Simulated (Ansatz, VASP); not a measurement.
## W: VASP beside Ansatz

File INCAR:

```
ALGO     = Normal         # electronic algorithm
EDIFF    = 1E-6           # SCF threshold, eV
ENCUT    = 520            # plane-wave cutoff, eV
GGA      = PS             # functional
ISIF     = 2              # what is computed and relaxed
ISMEAR   = -1             # smearing method
LASPH    = True           # aspherical terms in the spheres
LCHARG   = False          # write CHGCAR
LREAL    = False          # projectors in reciprocal space
LWAVE    = False          # write WAVECAR
NBANDS   = 13             # bands
NELM     = 100            # most SCF steps
PREC     = Accurate       # precision mode
SIGMA    = 0.05           # smearing width, eV
```

File KPOINTS:

```
k-points
0
Gamma
  14 14 14
```

File POSCAR:

```
W
1.0
    0.0000000000      2.0698140295      2.0698140295
    2.0698140295      0.0000000000      2.0698140295
    2.0698140295      2.0698140295      0.0000000000
W
1
Direct
    0.0000000000      0.0000000000      0.0000000000
```

Input for Ansatz:

```yaml
crystal:
  lattice:
    - [0.0, 2.0698140295, 2.0698140295]
    - [2.0698140295, 0.0, 2.0698140295]
    - [2.0698140295, 2.0698140295, 0.0]
  atoms:
    - { symbol: W, position: [0.0, 0.0, 0.0] }
kpoints:
  mp_grid: { grid: [14, 14, 14] }
  band_path:
    path:
      - [0.0, 0.0, 0.0]
      - [0.5, 0.0, 0.5]
      - [0.625, 0.25, 0.625]
      - [0.375, 0.375, 0.75]
      - [0.0, 0.0, 0.0]
      - [0.5, 0.5, 0.5]
      - [0.5, 0.25, 0.75]
      - [0.5, 0.0, 0.5]
    npoints: 5
scf:
  occupations: { method: fermi_dirac, width: 0.05 }
hamiltonian:
  xc: pbesol
  pseudopotentials: { kind: all_electron, lapw: { basis_error: 0.001 } }
output:
  forces: true
  stress: true
  eigenvalues: true
```

Change from the starting cell: volume scaled by 1.06.

Alike in both runs: task single point; functional PBEsol; k mesh 14 × 14 × 14; occupations fermi-dirac, width 0.05 eV; no spin polarisation.

```csv
,VASP,Ansatz
version,VASP 6.6.1,Ansatz 0.2.0
potentials or method,"VASP PAW PBE potentials, release 64 (W_sv), cutoff 520 eV","all-electron LAPW, scalar-relativistic"
```

VASP gave:

- pressure (GPa): -25.1

Question: Estimate Ansatz's values.

Answer: Pressure (GPa): -25.3.

VASP's potentials were made for PBE, not for PBEsol. Ansatz ran all-electron here, and VASP with PAW potentials.

Neither program's run includes spin-orbit coupling.
